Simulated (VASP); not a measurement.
**Sn: relaxation of cell and atoms with PBE**

Sn:

```
CELL_PARAMETERS angstrom
0.00000 3.27107 3.27107
3.27107 0.00000 3.27107
3.27107 3.27107 0.00000
ATOMIC_POSITIONS crystal
Sn 0.87500 0.87500 0.87500
Sn 0.12500 0.12500 0.12500
```

This isn't the form of Sn at room conditions, which is tetragonal (white tin).

```json
{
 "Program": "VASP 6.6.1",
 "Task": "relaxation of cell and atoms",
 "Functional": "PBE",
 "Potentials or basis": "VASP PAW PBE potentials, release 64 (Sn_d)",
 "Cutoff": "600 eV",
 "k mesh": "10 × 10 × 10",
 "Occupations": "fermi-dirac, width 0.08 eV",
 "Spin": "no spin polarisation",
 "Dipole correction": "no",
 "Further INCAR settings": "ALGO = Normal; EDIFF = 1e-06; IBRION = 2; EDIFFG = -0.005; NSW = 60; ISIF = 3"
}
```

```
Relaxed volume                        : 36.85 Å³/atom
Relaxed cell                          : a = 4.706 Å, b = 4.706 Å, c = 4.706 Å, α = 60.00°, β = 60.00°, γ = 60.00°
Space group after relaxing (to 0.1 Å) : Fd-3m (No. 227)
Energy gained by relaxing             : 11.4 meV/atom
Ionic steps                           : 5
Pressure after relaxing               : 0.0 GPa
Band gap on the k mesh                : zero (bands 14 and 15 overlap by 0.23 eV)
```

Step by step:
```csv
step,energy change (eV),largest force (eV/Å),pressure (GPa),volume (Å³)
1,0.0000,0.0000,2.09,70.00
2,-0.0213,0.0000,-0.48,74.72
3,-0.0228,0.0000,0.07,73.68
4,-0.0228,0.0000,-0.04,73.81
5,-0.0228,0.0000,0.02,73.70
```

Final structure:
```
Sn
1.0
     0.00000    3.32778    3.32778
     3.32778    0.00000    3.32778
     3.32778    3.32778    0.00000
Sn
2
Cartesian
  5.8236 5.8236 5.8236
  0.8319 0.8319 0.8319
```

Levels at points of the mesh, in eV from the Fermi level:
```
           k point  band 12  band 13  band 14  band 15  band 16  band 17
(0.00, 0.00, 0.00)    -1.12     0.11     0.11     0.11     2.17     2.17
(0.50, 0.00, 0.00)    -6.01    -0.98    -0.98    -0.12     3.22     3.22
(0.50, 0.50, 0.00)    -7.24    -2.20    -2.20     0.93     0.93     7.28
```

Run time: 9.5 min on 1 thread of AMD EPYC 7R13 (shared host), peak memory 0.25 GiB.

Caveat: spin-orbit coupling is left out, which moves the levels of the heavy elements.
